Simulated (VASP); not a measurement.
Crystal: Mg2CdO3.

```
CELL_PARAMETERS angstrom
2.79729 -4.84622 0.00000
2.79729 4.84622 0.00000
-1.88320 0.00000 5.37758
ATOMIC_POSITIONS crystal
Mg 0.00000 0.00000 0.50000
Mg 0.33900 0.66100 0.50000
Mg 0.66100 0.33900 0.50000
Mg 0.50000 0.50000 0.00000
Cd 0.83300 0.16700 0.00000
Cd 0.16700 0.83300 0.00000
O 0.42500 0.06700 0.77700
O 0.93300 0.57500 0.22300
O 0.06700 0.42500 0.77700
O 0.57500 0.93300 0.22300
O 0.78100 0.78100 0.77300
O 0.21900 0.21900 0.22700
```

| Property | Result |
| --- | --- |
| Program | VASP 6.6.1 |
| Task | relaxation of cell and atoms |
| Functional | PBE |
| Potentials or basis | VASP PAW PBE potentials, release 64 (Mg, Cd, O) |
| Cutoff | 600 eV |
| k mesh | 3 × 3 × 2 |
| Occupations | gaussian, width 0.15 eV |
| Spin | no spin polarisation |

At the start: pressure 0.9 GPa; volume 12.15 Å³/atom.

Question: Where does the relaxation end?

Answer: Over 10 steps the energy falls by 400.1 meV/atom and the volume is 11.00 Å³/atom (-9.5 %); space group C2/m (No. 12, to 0.05 Å).

The path:
```csv
step,energy change (eV),largest force (eV/Å),pressure (GPa),volume (Å³)
1,0.0000,4.3055,0.93,145.80
2,-3.5121,1.5257,-9.82,147.26
3,-3.9606,0.5023,-12.34,148.03
4,-4.5198,1.3309,5.56,127.06
5,-4.6597,0.9732,-1.12,132.91
6,-4.7697,0.3925,0.20,131.78
7,-4.7778,0.2650,0.74,131.38
8,-4.7927,0.1524,-0.32,132.32
9,-4.7946,0.0975,-0.87,132.81
10,-4.8017,0.0608,0.04,131.94
```

Final structure:
```
Mg Cd O
1.0
     2.71764   -4.70881    0.00308
     2.71764    4.70881    0.00308
    -1.82374    0.00000    5.15316
Mg Cd O
4 2 6
Direct
  0.00000 0.00000 0.50000
  0.33474 0.66526 0.50000
  0.66526 0.33474 0.50000
  0.50000 0.50000 0.00000
  0.83295 0.16705 0.00000
  0.16705 0.83295 0.00000
  0.40942 0.09479 0.72519
  0.90521 0.59058 0.27481
  0.09479 0.40942 0.72519
  0.59058 0.90521 0.27481
  0.72368 0.72368 0.73620
  0.27632 0.27632 0.26380
```

Caveat: the k points lie up to 0.61 Å⁻¹ apart in the final cell; the relaxation stopped at a loose force limit of 0.08 eV/Å, so its end isn't a converged minimum.
